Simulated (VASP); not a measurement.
## TaN: single point with r2SCAN

The system is TaN.

```xyz
4
Lattice="3.0480 0.0000 0.0000 -1.5240 2.6396 0.0000 0.0000 0.0000 4.9180" Properties=species:S:1:pos:R:3 pbc="T T T"
Ta    0.0000    0.0000    0.0000
Ta    0.0000    0.0000    2.4590
N     0.0000    1.7598    1.2295
N     1.5240    0.8799    3.6885
```

```yaml
Program: VASP 6.6.1
Task: single point
Functional: r2SCAN
Potentials_or_basis: VASP PAW PBE potentials, release 64 (Ta_pv, N)
Cutoff: 520 eV
k_mesh: 6 × 6 × 4
Occupations: gaussian, width 0.1 eV
Spin: no spin polarisation
Dipole_correction: no
Further_INCAR_settings: ALGO = Normal; EDIFF = 1e-06; NBANDS = 24
```

The pressure is 57.6 GPa. The band gap on the k mesh is zero (band 16 reaches 10.59 eV, above the bottom of band 17 at 8.08 eV).

Stress tensor (GPa, compression positive):
```
 30.18   0.00   0.00
  0.00  30.18   0.00
  0.00   0.00 112.34
```

Levels at points of the mesh, in eV from the Fermi level:
```tsv
k point	band 13	band 14	band 15	band 16	band 17	band 18	band 19	band 20
(0.00, 0.00, 0.00)	-3.94	-3.94	-3.91	-1.85	-1.85	-0.58	-0.58	3.24
(0.50, 0.00, 0.00)	-5.52	-5.36	-4.72	0.34	1.62	2.49	4.01	4.72
(0.00, 0.00, 0.50)	-6.74	-6.74	-0.04	-0.04	0.06	0.06	0.06	0.06
(0.50, 0.00, 0.50)	-6.46	-6.46	-1.60	-1.60	3.05	3.05	3.39	3.39
```

Wall time 74 s on 1 thread of Intel(R) Xeon(R) Platinum 8175M CPU @ 2.50GHz (Skylake/Cascade Lake), on a shared host, peak memory 0.18 GiB.

Caveat: the k points lie up to 0.40 Å⁻¹ apart; the PAW data sets were made with another functional, which shifts forces and pressure a little; spin-orbit coupling is left out, which moves the levels of the heavy elements.
